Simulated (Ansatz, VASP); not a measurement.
**VN2: VASP beside Ansatz**

```
CELL_PARAMETERS angstrom
-2.15075 2.15075 2.49135
2.15075 -2.15075 2.49135
2.15075 2.15075 -2.49135
ATOMIC_POSITIONS crystal
V 0.25000 0.25000 0.00000
V 0.75000 0.75000 0.00000
N 0.11510 0.61510 0.73020
N 0.61510 0.88490 0.50000
N 0.88490 0.38490 0.26980
N 0.38490 0.11510 0.50000
```

Alike in both runs: task single point; functional PBE; k mesh 1 × 1 × 1; occupations gaussian, width 0.1 eV; no spin polarisation.

|  | VASP | Ansatz |
| --- | --- | --- |
| version | VASP 6.6.1 | Ansatz 0.2.0 |
| potentials or method | VASP PAW PBE potentials, release 64 (V_sv, N), cutoff 520 eV | scalar-relativistic, plane waves, PAW |
| valence electrons in the cell | 46 | 46 |

Ansatz gave:

```
gap on the k mesh at the Fermi level (eV)                     : 2.04
least direct gap on the mesh (eV)                             : 2.04
pressure (GPa)                                                : -2.1
traceless stress, the component that is largest in VASP (GPa) : 12.78
rms of the force components (eV/Å)                            : 0.127
```

Task: Which values does VASP return?

Result: gap on the k mesh at the Fermi level (eV): 2.02; least direct gap on the mesh (eV): 2.02; pressure (GPa): -1.6; traceless stress, the component that is largest in VASP (GPa): 12.78; rms of the force components (eV/Å): 0.132.

Atom by atom the forces differ by 0.005 eV/Å (rms over components). The functional is the same, so the differences come from potentials, cutoffs and numerics.

The k mesh is coarse, so the values compare programs but aren't converged.
